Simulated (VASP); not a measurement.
# Ta (P6_3/mmc) in VASP: a series of runs

Aim: see how the results for Ta move with the level of theory and the settings. Levels: LDA, PBEsol. Tasks: single point.

All numbers are computed with VASP 6.6.1; they aren't measurements. Logs are shortened: lines on timing, memory, paths and dates and some standing lists are left out, and cuts for length are marked.

**1. The cell of the first run**

It takes space group P6_3/mmc (No. 194, hexagonal). Conventional cell: a = 2.939 Å, b = 2.939 Å, c = 5.234 Å, α = 90.00°, β = 90.00°, γ = 120.00°. Within 3.9 Å of Ta (site symmetry -6m2) lie 12 Ta at 2.94 to 3.12 Å.

**2. Single point, LDA (volume scaled by 1.04)**

Contents of INCAR:

```
SYSTEM = Ta
ALGO = Normal ; EDIFF = 1E-6
ENCUT = 520 ; ISIF = 2
ISMEAR = -1 ; LASPH = .True.
LCHARG = .True. ; LELF = .True.
LREAL = .False. ; LVHAR = .True.
LWAVE = .False. ; NBANDS = 18
NELM = 60 ; PREC = Accurate
SIGMA = 0.05
```

Contents of KPOINTS:

```
k-points
0
Gamma
  11 11 5
  0 0 0
```

Contents of POSCAR:

```
Ta
1.0
    2.9385392399      0.0000000000      0.0000000000
   -1.4692696200      2.5448496318      0.0000000000
    0.0000000000      0.0000000000      5.2342590858
Ta
2
Direct
    0.3333333333      0.6666666667      0.2500000000
    0.6666666667      0.3333333333      0.7500000000
```

Potentials or basis: VASP PAW LDA potentials, release 64 (Ta_pv).

Run with:

```sh
$ cat potpaw_LDA.64/Ta_pv/POTCAR > POTCAR
$ mpirun -np 1 vasp_std > vasp.out
```

OUTCAR:

```text
SYSTEM = Ta
   EDIFF = 1E-6
   ENCUT = 520
   ISIF = 2
   ISMEAR = -1
   LASPH = .True.
   LREAL = .False.
   NELM = 60
   PREC = Accurate

 ion  position               nearest neighbor table
   1  0.333  0.667  0.250-   2 3.12   2 3.12   2 3.12   2 3.12   2 3.12   2 3.12
   2  0.667  0.333  0.750-   1 3.12   1 3.12   1 3.12   1 3.12   1 3.12   1 3.12

  LATTYP: Found a hexagonal cell.
 ALAT       =     2.9385392399
 C/A-ratio  =     1.7812452578

  Lattice vectors:

 A1 = (   2.9385392399,   0.0000000000,   0.0000000000)
 A2 = (  -1.4692696200,   2.5448496318,   0.0000000000)
 A3 = (   0.0000000000,   0.0000000000,   5.2342590858)

Analysis of symmetry for initial positions (statically):
=====================================================================
 Subroutine PRICEL returns:
 Original cell was already a primitive cell.

 Routine SETGRP: Setting up the symmetry group for a
 hexagonal supercell.

 Subroutine GETGRP returns: Found 24 space group operations
 (whereof 12 operations were pure point group operations)
 out of a pool of 24 trial point group operations.

The static configuration has the point symmetry D_3d.
 The point group associated with its full space group is D_6h.

Analysis of symmetry for dynamics (positions and initial velocities):
=====================================================================
 Subroutine PRICEL returns:
 Original cell was already a primitive cell.

 Routine SETGRP: Setting up the symmetry group for a
 hexagonal supercell.

 Subroutine GETGRP returns: Found 24 space group operations
 (whereof 12 operations were pure point group operations)
 out of a pool of 24 trial point group operations.

The dynamic configuration has the point symmetry D_3d.
 The point group associated with its full space group is D_6h.

 Subroutine INISYM returns: Found 24 space group operations
 (whereof 12 operations are pure point group operations),
 and found     1 'primitive' translations

----------------------------------------------------------------------------------------

                                     Primitive cell

  volume of cell :      39.1425

  direct lattice vectors                    reciprocal lattice vectors
     2.938539240  0.000000000  0.000000000     0.340305137  0.196475263  0.000000000
    -1.469269620  2.544849632  0.000000000     0.000000000  0.392950525  0.000000000
     0.000000000  0.000000000  5.234259086     0.000000000  0.000000000  0.191049007

  length of vectors
     2.938539240  2.938539240  5.234259086     0.392950525  0.392950525  0.191049007

  position of ions in fractional coordinates (direct lattice)
     0.333333333  0.666666667  0.250000000
     0.666666667  0.333333333  0.750000000

  ion indices of the primitive-cell ions
   primitive index   ion index
                 1           1
                 2           2

----------------------------------------------------------------------------------------

 KPOINTS: k-points

Automatic generation of k-mesh.
 Grid dimensions read from file:
 generate k-points for:   11   11    5

 Generating k-lattice:

  Cartesian coordinates                     Fractional coordinates (reciprocal lattice)
     0.030936831  0.017861388  0.000000000     0.090909091  0.000000000  0.000000000
     0.000000000  0.035722775  0.000000000     0.000000000  0.090909091  0.000000000
     0.000000000  0.000000000  0.038209801     0.000000000  0.000000000  0.200000000

  Length of vectors
     0.035722775  0.035722775  0.038209801

  Shift w.r.t. Gamma in fractional coordinates (k-lattice)
     0.000000000  0.000000000  0.000000000

 Subroutine IBZKPT returns following result:
 ===========================================

 Found     48 irreducible k-points:

 Following reciprocal coordinates:
            Coordinates               Weight
  0.000000  0.000000  0.000000      1.000000
  0.090909  0.000000  0.000000      6.000000
  0.181818  0.000000  0.000000      6.000000
  0.272727 -0.000000  0.000000      6.000000
  0.363636  0.000000  0.000000      6.000000
  0.454545  0.000000  0.000000      6.000000
[... 16 lines left out ...]
  0.090909  0.090909  0.200000     12.000000
  0.181818  0.090909  0.200000     24.000000
 [... further k-points ...]
   k-points           NKPTS =     48   k-points in BZ     NKDIM =     48   number of bands    NBANDS=     18
   number of dos      NEDOS =    301   number of ions     NIONS =      2
   total plane-waves  NPLWV =  23040
   dimension x,y,z NGX =    24 NGY =   24 NGZ =   40
   dimension x,y,z NGXF=    48 NGYF=   48 NGZF=   80
   ions per type =               2
   NGX,Y,Z   is equivalent  to a cutoff of  13.58, 13.58, 12.70 a.u.
   NGXF,Y,Z  is equivalent  to a cutoff of  27.16, 27.16, 25.41 a.u.
 SYSTEM =  Ta
   PREC   = accura    normal or accurate (medium, high low for compatibility)
   ISTART =      0    job   : 0-new  1-cont  2-samecut
   ICHARG =      2    charge: 1-file 2-atom 10-const
   ISPIN  =      1    spin polarized calculation?
   LNONCOLLINEAR =      F non collinear calculations
   LSORBIT =      F    spin-orbit coupling
   LASPH  =      T    aspherical Exc in radial PAW
   ENCUT  =  520.0 eV  38.22 Ry    6.18 a.u.   5.46  5.46  9.73*2*pi/ulx,y,z
   NELM   =     60;   NELMIN=  2; NELMDL= -5     # of ELM steps
   EDIFF  = 0.1E-05   stopping-criterion for ELM
   LREAL  =      F    real-space projection
   EDIFFG = 0.1E-04   stopping-criterion for IOM
   NSW    =      0    number of steps for IOM
   IBRION =     -1    ionic relax: 0-MD 1-quasi-New 2-CG
   NFREE  =      0    steps in history (QN), initial steepest desc. (CG)
   ISIF   =      2    stress and relaxation
   ISYM   =      2    0-nonsym 1-usesym 2-fastsym
   POTIM  = 0.5000    time-step for ionic-motion
   TEBEG  =    0.0;   TEEND  =   0.0 temperature during run
   PSTRESS=    0.0 pullay stress
   NELECT =      22.0000    total number of electrons
   NUPDOWN=      -1.0000    fix difference up-down
   EMIN   =  10.00;   EMAX   =-10.00  energy-range for DOS
   EFERMI =   0.00;   METHOD = LEGACY
   ISMEAR =    -1;   SIGMA  =   0.05  broadening in eV -4-tet -1-fermi 0-gaus
   EFERMI_NEDOS =   21; number of points for ismear=-14 and -15
   IALGO  =     38    algorithm
   IMIX   =      4    mixing-type and parameters
     AMIX     =   0.40;   BMIX     =  1.00
     AMIX_MAG =   1.60;   BMIX_MAG =  1.00
  volume/ion in A,a.u.               =      19.57       132.07
  Fermi-wavevector in a.u.,A,eV,Ry     =   1.351033  2.553083 24.834598  1.825291
  Thomas-Fermi vector in A             =   2.478489
   LORBIT       =      0    0 simple, 1 ext, 2 COOP (PROOUT), +10 PAW based schemes
   GGA     = CA    functional components
   LHFCALC =     F    Hartree Fock is set to
   AEXX    =    0.0000 exact exchange contribution
   IVDW    =     0    specifies the selected vdW correction
   LEPSILON=     F    determine dielectric tensor
   LRPA    =     F    only Hartree local field effects (RPA)
 non-spin polarized calculation
  energy-cutoff  :      520.00
  volume of cell :       39.14
 maximum number of plane-waves:      1087
 NGX is ok and might be reduce to    24
   NGX = 11   NGY = 11   NGZ = 19

 number of electron      22.0000002 magnetization

 Free energy of the ion-electron system (eV)
  ---------------------------------------------------
  ext. energy  EPLUGINS =         0.00000000
  ---------------------------------------------------
  free energy    TOTEN  =       -24.85376026 eV

  energy without entropy =      -24.83402965  energy(sigma->0) =      -24.84389495

 E-fermi :   5.1540     XC(G=0): -12.3665

 val. band max:        5.1291822960   @ k =   0.1818   0.0000   0.0000
 cond. band min:       5.1561839044   @ k =   0.3636   0.0000   0.0000
 fundamental gap:      0.0270016084
 Fermi energy:         5.1539870904

 k-point     1 :       0.0000    0.0000    0.0000
  band No.  band energies     occupation
      1     -29.2810      2.00000
      2     -28.5621      2.00000
      3     -28.4493      2.00000
      4     -28.4493      2.00000
      5     -28.3759      2.00000
      6     -28.3759      2.00000
[... 10 lines left out ...]
     17       9.9438      0.00000
     18       9.9438      0.00000

 k-point     2 :       0.0909    0.0000    0.0000
  band No.  band energies     occupation
      1     -29.2579      2.00000
      2     -28.5648      2.00000
      3     -28.5244      2.00000
      4     -28.4697      2.00000
      5     -28.4526      2.00000
      6     -28.3900      2.00000
[... 10 lines left out ...]
     17      10.0541      0.00000
     18      10.5668      0.00000

 k-point     3 :       0.1818    0.0000    0.0000
  band No.  band energies     occupation
      1     -29.1929      2.00000
      2     -28.7237      2.00000
      3     -28.6520      2.00000
      4     -28.5747      2.00000
      5     -28.5231      2.00000
      6     -28.4286      2.00000
[... 10 lines left out ...]
     17      10.2253      0.00000
     18      11.8369      0.00000

 k-point     4 :       0.2727   -0.0000    0.0000
  band No.  band energies     occupation
      1     -29.0989      2.00000
      2     -28.9800      2.00000
      3     -28.9013      2.00000
      4     -28.5961      2.00000
      5     -28.5907      2.00000
      6     -28.4800      2.00000
[... 375 lines left out ...]
      4     -28.6742      2.00000
      5     -28.6742      2.00000
      6     -28.5689      2.00000
[... 10 lines left out ...]
     17      11.2612      0.00000
     18      11.6589      0.00000

 k-point    23 :       0.0909    0.0909    0.2000
  band No.  band energies     occupation
      1     -29.1601      2.00000
      2     -28.6749      2.00000
      3     -28.6381      2.00000
      4     -28.5679      2.00000
      5     -28.4897      2.00000
      6     -28.4341      2.00000
[... 10 lines left out ...]
     17       9.9128      0.00000
     18      10.7908      0.00000

 k-point    24 :       0.1818    0.0909    0.2000
  band No.  band energies     occupation
      1     -29.1045      2.00000
      2     -28.8554      2.00000
      3     -28.8241      2.00000
      4     -28.6215      2.00000
      5     -28.5572      2.00000
      6     -28.4933      2.00000
[... 10 lines left out ...]
     17       9.8544      0.00000
     18      11.4241      0.00000

 [... further k-points ...]

------------------------ aborting loop because EDIFF is reached ----------------------------------------

  FORCE on cell =-STRESS in cart. coord.  units (eV):
  Direction    XX          YY          ZZ          XY          YZ          ZX
  --------------------------------------------------------------------------------------
  -------------------------------------------------------------------------------------
  Total       -4.5559946     -4.5559946     -3.6470230      0.0000000      0.0000000     -0.0000000
  in kB     -186.4854466   -186.4854466   -149.2795244      0.0000000      0.0000000     -0.0000000
  external PRESSURE =    -174.0834725 kB  Pullay stress =       0.0000000 kB

 VOLUME and BASIS-vectors are now :
 -----------------------------------------------------------------------------
  energy-cutoff  :      520.00
  volume of cell :       39.14
      direct lattice vectors                 reciprocal lattice vectors
     2.938539240  0.000000000  0.000000000     0.340305137  0.196475263  0.000000000
    -1.469269620  2.544849632  0.000000000     0.000000000  0.392950525  0.000000000
     0.000000000  0.000000000  5.234259086     0.000000000  0.000000000  0.191049007

 POSITION                                       TOTAL-FORCE (eV/Angst)
 -----------------------------------------------------------------------------------
     -0.00000      1.69657      1.30856         0.000000      0.000000      0.000000
      1.46927      0.84828      3.92569        -0.000000      0.000000      0.000000
 -----------------------------------------------------------------------------------
    total drift:                               -0.000000      0.000000     -0.000000

  FREE ENERGIE OF THE ION-ELECTRON SYSTEM (eV)
  ---------------------------------------------------
  free  energy   TOTEN  =       -24.8537602590 eV

  energy  without entropy=      -24.8340296490  energy(sigma->0) =      -24.84389495
```

Run time: 13 s. Hardware: 1 thread of Intel Xeon 6975P-C, shared host; peak memory 0.16 GiB.

Results:

```yaml
Free_energy: -24.8538 eV
Pressure: -17.4 GPa
Band_gap_on_the_k_mesh: zero (band 11 reaches 6.03 eV, above the bottom of band 12 at 4.63 eV)
```

Levels at points of the mesh, in eV from the Fermi level:
| k point | band 7 | band 8 | band 9 | band 10 | band 11 | band 12 | band 13 | band 14 | band 15 | band 16 |
| --- | --- | --- | --- | --- | --- | --- | --- | --- | --- | --- |
| (0.00, 0.00, 0.00) | -7.94 | -4.74 | -0.56 | -0.08 | 0.54 | 0.54 | 1.07 | 1.07 | 2.75 | 2.75 |

Caveat: spin-orbit coupling is left out, which moves the levels of the heavy elements.

**3. Single point, PBEsol (volume scaled by 1.04)**

Contents of INCAR:

```
SYSTEM = Ta
PREC = Accurate
ENCUT = 520
EDIFF = 1E-6
ISMEAR = -1
SIGMA = 0.05
LREAL = .False.
LASPH = .True.
NELM = 60
ALGO = Normal
ISIF = 2
LWAVE = .False.
LCHARG = .True.
GGA = PS
LELF = .True.
LVHAR = .True.
NBANDS = 18
```

Contents of KPOINTS:

```
regular mesh
0
Gamma
  11 11 5
  0 0 0
```

POSCAR is that of step 2.

Potentials or basis: VASP PAW PBE potentials, release 64 (Ta_pv).

Run with:

```sh
$ cat potpaw_PBE.64/Ta_pv/POTCAR > POTCAR
$ mpirun -np 1 vasp_std > vasp.out
```

It took 16 s on 1 thread of Intel Xeon 6975P-C, shared host; peak memory 0.17 GiB.

The run converged. Its results:

```
Free energy            : -24.4043 eV
Pressure               : -13.6 GPa
Band gap on the k mesh : zero (band 11 reaches 5.92 eV, above the bottom of band 12 at 4.55 eV)
```

Stress tensor (GPa, compression positive):
```
-14.43   0.00   0.00
  0.00 -14.43   0.00
  0.00   0.00 -11.98
```

Levels at points of the mesh, in eV from the Fermi level:
```csv
k point,band 8,band 9,band 10,band 11,band 12,band 13,band 14,band 15
"(0.00, 0.00, 0.00)",-4.78,-0.52,-0.21,0.59,0.59,1.11,1.11,2.82
```

Caveat: the PAW data sets were made with another functional, which shifts forces and pressure a little; spin-orbit coupling is left out, which moves the levels of the heavy elements.
